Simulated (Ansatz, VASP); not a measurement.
**Cu: VASP beside Ansatz**

Contents of INCAR:

```
SYSTEM = Cu
PREC = Accurate
ENCUT = 520
EDIFF = 1E-8
ISMEAR = -1
SIGMA = 0.08
LREAL = .FALSE.
LASPH = .TRUE.
NELM = 80
ALGO = Normal
ISIF = 2
LWAVE = .FALSE.
LCHARG = .FALSE.
GGA = CA
LEFG = .TRUE.
NBANDS = 12
```

Contents of KPOINTS:

```
regular mesh
0
G
  19 19 19
  0 0 0
```

Contents of POSCAR:

```
Cu
1.0
    0.0000000000      1.8075000000      1.8075000000
    1.8075000000      0.0000000000      1.8075000000
    1.8075000000      1.8075000000      0.0000000000
Cu
1
Direct
    0.0000000000      0.0000000000      0.0000000000
```

Input for Ansatz:

```yaml
crystal:
  lattice:
    - [0.0, 1.8075, 1.8075]
    - [1.8075, 0.0, 1.8075]
    - [1.8075, 1.8075, 0.0]
  atoms:
    - { symbol: Cu, position: [0.0, 0.0, 0.0] }
kpoints:
  mp_grid: { grid: [19, 19, 19] }
  band_path:
    path:
      - [0.0, 0.0, 0.0]
      - [0.5, 0.0, 0.5]
      - [0.625, 0.25, 0.625]
      - [0.375, 0.375, 0.75]
      - [0.0, 0.0, 0.0]
      - [0.5, 0.5, 0.5]
      - [0.5, 0.25, 0.75]
      - [0.5, 0.0, 0.5]
    npoints: 5
scf:
  occupations: { method: fermi_dirac, width: 0.08 }
hamiltonian:
  xc: lda
  pseudopotentials: { kind: paw }
output:
  forces: true
  stress: true
  eigenvalues: true
  efg: { contact_densities: true }
  write_density: true
  write_potential: true
  elf: true
  volumetric_format: npy
```

Alike in both runs: task electric field gradients; functional LDA; k mesh 19 × 19 × 19; occupations fermi-dirac, width 0.08 eV; no spin polarisation.

|  | VASP | Ansatz |
| --- | --- | --- |
| version | VASP 6.6.1 | Ansatz 0.2.0 |
| potentials or method | VASP PAW LDA potentials, release 64 (Cu) | PAW with Ansatz's default frozen-core files, scalar-relativistic |
| plane-wave cutoff (eV) | 520 | 420 |
| valence electrons in the cell | 11 | 19 |

|  | VASP | Ansatz | Ansatz less VASP |
| --- | --- | --- | --- |
| pressure (GPa) | -11.8 | -12.6 | -0.82 |

LDA's correlation is that of Perdew and Zunger in VASP and of Perdew and Wang (1992) in Ansatz. VASP's potentials hold 11 valence electrons a cell and Ansatz's 19, so a difference there can come from the potentials and not from the codes.
